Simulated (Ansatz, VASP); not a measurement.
# Sc3Al in VASP and in Ansatz

```
Sc Al
1.0
     6.23672    0.00000    0.00000
    -3.11836    5.40116    0.00000
     0.00000    0.00000    4.97800
Sc Al
6 2
Direct
  0.82812 0.17188 0.75000
  0.34376 0.17188 0.75000
  0.82812 0.65624 0.75000
  0.17188 0.82812 0.25000
  0.65624 0.82812 0.25000
  0.17188 0.34376 0.25000
  0.66667 0.33333 0.25000
  0.33333 0.66667 0.75000
```

Alike in both runs: functional PBEsol; k mesh 6 × 6 × 8; occupations gaussian, width 0.1 eV; no spin polarisation.

Ansatz relaxed the structure, and its values are those at the end. VASP's run is a single point on that final structure, the one shown.

|  | VASP | Ansatz |
| --- | --- | --- |
| version | VASP 6.6.1 | Ansatz 0.2.0 |
| potentials or method | VASP PAW PBE potentials, release 64 (Sc_sv, Al), cutoff 520 eV | scalar-relativistic, plane waves, PAW |
| valence electrons in the cell | 72 | 72 |

|  | VASP | Ansatz | Ansatz less VASP |
| --- | --- | --- | --- |
| gap on the k mesh at the Fermi level (eV) | none | none | - |
| pressure (GPa) | 0.1 | 0.0 | -0.08 |

VASP's potentials were made for PBE, not for PBEsol. A gap of «none» marks a metal or a gap that the smearing closes.
